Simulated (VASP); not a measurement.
# In (I4/mmm) in VASP: relaxation of cell and atoms with PBEsol

Aim: the relaxation of cell and atoms of In with PBEsol.

Program: VASP 6.6.1. These are calculated values, not measurements. Logs are shortened: lines on timing, memory, paths and dates and some standing lists are left out, and cuts for length are marked.

**1. The cell of the first run**

The structure is tetragonal, space group I4/mmm (No. 139). Conventional cell: a = 3.389 Å, b = 3.389 Å, c = 4.595 Å, α = 90.00°, β = 90.00°, γ = 90.00°. In (site symmetry 4/mmm) has 12 In at 3.32 to 3.39 Å within 4.4 Å.

**2. Relaxation of cell and atoms, PBEsol**

The input, INCAR:

```
PREC = Accurate ; ENCUT = 600
EDIFF = 1E-6 ; ISMEAR = 0
SIGMA = 0.1 ; LREAL = False
LASPH = True ; NELM = 80
ALGO = Fast ; ISIF = 3
LWAVE = False ; LCHARG = False
GGA = PS ; IBRION = 2
NSW = 100 ; EDIFFG = -0.002
```

The input, KPOINTS:

```
Automatic mesh
0
Gamma
  18 18 18
```

The input, POSCAR:

```
In
1.0
   -1.6947072700      1.6947072700      2.2973723900
    1.6947072700     -1.6947072700      2.2973723900
    1.6947072700      1.6947072700     -2.2973723900
In
1
Direct
    0.0000000000      0.0000000000      0.0000000000
```

Potentials or basis: VASP PAW PBE potentials, release 64 (In_d).

On the command line:

```sh
$ cat potpaw_PBE.64/In_d/POTCAR > POTCAR
$ mpirun -np 1 vasp_std > vasp.out
```

OUTCAR:

```text
PREC = Accurate
   ENCUT = 600
   EDIFF = 1E-6
   ISMEAR = 0
   LREAL = False
   LASPH = True
   NELM = 80
   ISIF = 3
   GGA = PS
   IBRION = 2
   NSW = 100
   EDIFFG = -0.002

 ion  position               nearest neighbor table
   1  0.000  0.000  0.000-

  LATTYP: Found a body centered tetragonal cell.
 ALAT       =     3.3894145400
 C/A-ratio  =     1.3556160587

  Lattice vectors:

 A1 = (  -1.6947072700,   1.6947072700,   2.2973723900)
 A2 = (   1.6947072700,  -1.6947072700,   2.2973723900)
 A3 = (   1.6947072700,   1.6947072700,  -2.2973723900)

Analysis of symmetry for initial positions (statically):
=====================================================================
 Subroutine PRICEL returns:
 Original cell was already a primitive cell.

 Routine SETGRP: Setting up the symmetry group for a
 body centered tetragonal supercell.

 Subroutine GETGRP returns: Found 16 space group operations
 (whereof 16 operations were pure point group operations)
 out of a pool of 16 trial point group operations.

The static configuration has the point symmetry D_4h.

Analysis of symmetry for dynamics (positions and initial velocities):
=====================================================================
 Subroutine PRICEL returns:
 Original cell was already a primitive cell.

 Routine SETGRP: Setting up the symmetry group for a
 body centered tetragonal supercell.

 Subroutine GETGRP returns: Found 16 space group operations
 (whereof 16 operations were pure point group operations)
 out of a pool of 16 trial point group operations.

The dynamic configuration has the point symmetry D_4h.

 Subroutine INISYM returns: Found 16 space group operations
 (whereof 16 operations are pure point group operations),
 and found     1 'primitive' translations

----------------------------------------------------------------------------------------

                                     Primitive cell

  volume of cell :      26.3925

  direct lattice vectors                    reciprocal lattice vectors
    -1.694707270  1.694707270  2.297372390     0.000000000  0.295036204  0.217639945
     1.694707270 -1.694707270  2.297372390     0.295036204  0.000000000  0.217639945
     1.694707270  1.694707270 -2.297372390     0.295036204  0.295036204  0.000000000

  length of vectors
     3.319937554  3.319937554  3.319937554     0.366624477  0.366624477  0.417244201

  position of ions in fractional coordinates (direct lattice)
     0.000000000  0.000000000  0.000000000

  ion indices of the primitive-cell ions
   primitive index   ion index
                 1           1

----------------------------------------------------------------------------------------

 KPOINTS: Automatic mesh

Automatic generation of k-mesh.
 Grid dimensions read from file:
 generate k-points for:   18   18   18

 Generating k-lattice:

  Cartesian coordinates                     Fractional coordinates (reciprocal lattice)
     0.000000000  0.016390900  0.012091108     0.055555556 -0.000000000  0.000000000
     0.016390900  0.000000000  0.012091108    -0.000000000  0.055555556  0.000000000
     0.016390900  0.016390900  0.000000000     0.000000000  0.000000000  0.055555556

  Length of vectors
     0.020368027  0.020368027  0.023180233

  Shift w.r.t. Gamma in fractional coordinates (k-lattice)
     0.000000000  0.000000000  0.000000000

 Subroutine IBZKPT returns following result:
 ===========================================

 Found    480 irreducible k-points:

 Following reciprocal coordinates:
            Coordinates               Weight
  0.000000  0.000000  0.000000      1.000000
  0.055556  0.000000  0.000000      8.000000
  0.111111  0.000000  0.000000      8.000000
  0.166667  0.000000  0.000000      8.000000
  0.222222  0.000000 -0.000000      8.000000
  0.277778  0.000000  0.000000      8.000000
[... 16 lines left out ...]
 -0.277778  0.055556  0.000000     16.000000
 -0.222222  0.055556  0.000000     16.000000
 [... further k-points ...]
   k-points           NKPTS =    480   k-points in BZ     NKDIM =    480   number of bands    NBANDS=     10
   number of dos      NEDOS =    301   number of ions     NIONS =      1
   total plane-waves  NPLWV =  21952
   dimension x,y,z NGX =    28 NGY =   28 NGZ =   28
   dimension x,y,z NGXF=    56 NGYF=   56 NGZF=   56
   ions per type =               1
   NGX,Y,Z   is equivalent  to a cutoff of  14.02, 14.02, 14.02 a.u.
   NGXF,Y,Z  is equivalent  to a cutoff of  28.04, 28.04, 28.04 a.u.
 SYSTEM =  unknown system
   PREC   = accura    normal or accurate (medium, high low for compatibility)
   ISTART =      0    job   : 0-new  1-cont  2-samecut
   ICHARG =      2    charge: 1-file 2-atom 10-const
   ISPIN  =      1    spin polarized calculation?
   LNONCOLLINEAR =      F non collinear calculations
   LSORBIT =      F    spin-orbit coupling
   LASPH  =      T    aspherical Exc in radial PAW
   ENCUT  =  600.0 eV  44.10 Ry    6.64 a.u.   6.63  6.63  6.63*2*pi/ulx,y,z
   NELM   =     80;   NELMIN=  2; NELMDL= -5     # of ELM steps
   EDIFF  = 0.1E-05   stopping-criterion for ELM
   LREAL  =      F    real-space projection
   EDIFFG = -.2E-02   stopping-criterion for IOM
   NSW    =    100    number of steps for IOM
   IBRION =      2    ionic relax: 0-MD 1-quasi-New 2-CG
   NFREE  =      1    steps in history (QN), initial steepest desc. (CG)
   ISIF   =      3    stress and relaxation
   ISYM   =      2    0-nonsym 1-usesym 2-fastsym
   POTIM  = 0.5000    time-step for ionic-motion
   TEBEG  =    0.0;   TEEND  =   0.0 temperature during run
   PSTRESS=    0.0 pullay stress
   NELECT =      13.0000    total number of electrons
   NUPDOWN=      -1.0000    fix difference up-down
   EMIN   =  10.00;   EMAX   =-10.00  energy-range for DOS
   EFERMI =   0.00;   METHOD = LEGACY
   ISMEAR =     0;   SIGMA  =   0.10  broadening in eV -4-tet -1-fermi 0-gaus
   EFERMI_NEDOS =   21; number of points for ismear=-14 and -15
   IALGO  =     68    algorithm
   IMIX   =      4    mixing-type and parameters
     AMIX     =   0.40;   BMIX     =  1.00
     AMIX_MAG =   1.60;   BMIX_MAG =  1.00
  volume/ion in A,a.u.               =      26.39       178.11
  Fermi-wavevector in a.u.,A,eV,Ry     =   1.292892  2.443212 22.743098  1.671571
  Thomas-Fermi vector in A             =   2.424572
   LORBIT       =      0    0 simple, 1 ext, 2 COOP (PROOUT), +10 PAW based schemes
   GGA     = PS    functional components
   LHFCALC =     F    Hartree Fock is set to
   AEXX    =    0.0000 exact exchange contribution
   IVDW    =     0    specifies the selected vdW correction
   LEPSILON=     F    determine dielectric tensor
   LRPA    =     F    only Hartree local field effects (RPA)
 conjugate gradient relaxation of ions
 non-spin polarized calculation
 RMM-DIIS sequential band-by-band and
 Gauss-broadening in eV      SIGMA  =   0.10
  energy-cutoff  :      600.00
  volume of cell :       26.39
 maximum number of plane-waves:       909
   NGX = 13   NGY = 13   NGZ = 13

--------------------------------------- Ionic step        1  -------------------------------------------

 number of electron      13.0000005 magnetization

 Free energy of the ion-electron system (eV)
  ---------------------------------------------------
  ext. energy  EPLUGINS =         0.00000000
  ---------------------------------------------------
  free energy    TOTEN  =        -2.98223182 eV

  energy without entropy =       -2.98019213  energy(sigma->0) =       -2.98121198

------------------------ aborting loop because EDIFF is reached ----------------------------------------

  FORCE on cell =-STRESS in cart. coord.  units (eV):
  Direction    XX          YY          ZZ          XY          YZ          ZX
  --------------------------------------------------------------------------------------
  -------------------------------------------------------------------------------------
  Total       -0.2463105     -0.2463105     -0.1711591      0.0000000      0.0000000      0.0000000
  in kB      -14.9524635    -14.9524635    -10.3903427      0.0000000      0.0000000      0.0000000
  external PRESSURE =     -13.4317566 kB  Pullay stress =       0.0000000 kB
[... 86 lines left out ...]
  FREE ENERGIE OF THE ION-ELECTRON SYSTEM (eV)
  ---------------------------------------------------
  free  energy   TOTEN  =        -2.9858597774 eV

  energy  without entropy=       -2.9839410116  energy(sigma->0) =       -2.98490039

[... ionic steps 4 to 22 ...]

--------------------------------------- Ionic step       23  -------------------------------------------

 number of electron      13.0000002 magnetization

------------------------ aborting loop because EDIFF is reached ----------------------------------------

  FORCE on cell =-STRESS in cart. coord.  units (eV):
  Direction    XX          YY          ZZ          XY          YZ          ZX
  --------------------------------------------------------------------------------------
  -------------------------------------------------------------------------------------
  Total       -0.0012105     -0.0012105     -0.0039914      0.0000000      0.0000000      0.0000000
  in kB       -0.0757675     -0.0757675     -0.2498342      0.0000000      0.0000000      0.0000000
  external PRESSURE =      -0.1337897 kB  Pullay stress =       0.0000000 kB
[... 55 lines left out ...]
  energy  without entropy=       -2.9844936957  energy(sigma->0) =       -2.98561265

--------------------------------------- Ionic step       25  -------------------------------------------

 number of electron      13.0000002 magnetization

 Free energy of the ion-electron system (eV)
  ---------------------------------------------------
  ext. energy  EPLUGINS =         0.00000000
  ---------------------------------------------------
  free energy    TOTEN  =        -2.98673217 eV

  energy without entropy =       -2.98449415  energy(sigma->0) =       -2.98561316

 E-fermi :   7.6107     XC(G=0): -10.5101

 val. band max:        7.5973467018   @ k =  -0.4444   0.4444   0.2778
 cond. band min:       7.6126016152   @ k =  -0.3889  -0.3889   0.1111
 fundamental gap:      0.0152549134
 Fermi energy:         7.6107015537

 k-point     1 :       0.0000    0.0000    0.0000
  band No.  band energies     occupation
      1      -6.9590      2.00000
      2      -6.9590      2.00000
      3      -6.9589      2.00000
      4      -6.7748      2.00000
      5      -6.7742      2.00000
      6      -2.1115      2.00000
      7      18.3541      0.00000
      8      18.3545      0.00000
      9      18.3545      0.00000
     10      19.1781      0.00000
[... 287 lines left out ...]
 k-point    24 :      -0.2222    0.0556    0.0000
  band No.  band energies     occupation
      1      -6.9833      2.00000
      2      -6.9099      2.00000
      3      -6.9034      2.00000
      4      -6.7836      2.00000
      5      -6.7371      2.00000
      6      -1.1134      2.00000
      7      12.3811      0.00000
      8      16.3690      0.00000
      9      17.3140      0.00000
     10      19.2721      0.00000

 [... further k-points ...]
[... 5 lines left out ...]
  --------------------------------------------------------------------------------------
  -------------------------------------------------------------------------------------
  Total        0.0011603      0.0011603      0.0016735      0.0000000      0.0000000      0.0000000
  in kB        0.0726342      0.0726342      0.1047580      0.0000000      0.0000000      0.0000000
  external PRESSURE =       0.0833422 kB  Pullay stress =       0.0000000 kB
[... 16 lines left out ...]
  FREE ENERGIE OF THE ION-ELECTRON SYSTEM (eV)
  ---------------------------------------------------
  free  energy   TOTEN  =        -2.9867321715 eV

  energy  without entropy=       -2.9844941534  energy(sigma->0) =       -2.98561316

 reached required accuracy - stopping structural energy minimisation
```

Wall time 38 min (1 thread of Intel Xeon 8259CL, shared host); peak memory 0.33 GiB.

Results:

```
Free energy                           : -2.9867 eV
Relaxed volume                        : 25.59 Å³/atom
Relaxed cell                          : a = 3.308 Å, b = 3.308 Å, c = 3.308 Å, α = 119.99°, β = 119.99°, γ = 90.01°
Space group after relaxing (to 0.1 Å) : Fm-3m (No. 225)
Energy gained by relaxing             : 4.5 meV/atom
Ionic steps                           : 25
Pressure after relaxing               : 0.0 GPa
Band gap on the k mesh                : zero (an odd number of electrons rules out a gap without spin polarisation)
```

Step by step:
```csv
step,energy change (eV),largest force (eV/Å),pressure (GPa),volume (Å³)
1,0.0000,0.0000,-1.34,26.39
2,-0.0036,0.0000,0.10,25.56
3,-0.0036,0.0000,-0.02,25.59
4,-0.0036,0.0000,0.01,25.58
5,-0.0037,0.0000,0.00,25.58
6,-0.0040,0.0000,0.01,25.59
7,-0.0044,0.0000,-0.03,25.62
8,-0.0042,0.0000,-0.13,25.65
9,-0.0045,0.0000,0.03,25.63
10,-0.0045,0.0000,-0.05,25.63
11,-0.0045,0.0000,0.14,25.52
12,-0.0045,0.0000,0.03,25.60
13,-0.0045,0.0000,0.00,25.61
14,-0.0045,0.0000,-0.04,25.61
15,-0.0045,0.0000,0.02,25.60
16,-0.0045,0.0000,0.02,25.60
17,-0.0045,0.0000,0.03,25.60
18,-0.0045,0.0000,0.01,25.61
19,-0.0045,0.0000,-0.01,25.60
20,-0.0045,0.0000,0.03,25.59
21,-0.0045,0.0000,-0.02,25.63
22,-0.0045,0.0000,-0.04,25.61
23,-0.0045,0.0000,-0.01,25.60
24,-0.0045,0.0000,0.05,25.59
25,-0.0045,0.0000,0.01,25.59
```

Final structure:
```
In
1.0
    -1.65408    1.65408    2.33871
     1.65408   -1.65408    2.33871
     1.65408    1.65408   -2.33871
In
1
Direct
  0.00000 0.00000 0.00000
```

Levels at points of the mesh, in eV from the Fermi level:
```csv
k point,band 4,band 5,band 6,band 7,band 8,band 9
"(0.00, 0.00, 0.00)",-14.39,-14.38,-9.72,10.74,10.74,10.74
"(0.50, 0.00, 0.00)",-14.22,-14.22,-4.35,-3.50,8.54,8.55
"(0.50, 0.50, 0.00)",-14.18,-14.18,-2.30,-2.07,4.06,4.06
"(0.50, 0.50, 0.50)",-14.18,-14.18,-2.30,-2.07,4.06,4.06
```

Caveat: the PAW data sets were made with another functional, which shifts forces and pressure a little; spin-orbit coupling is left out, which moves the levels of the heavy elements.
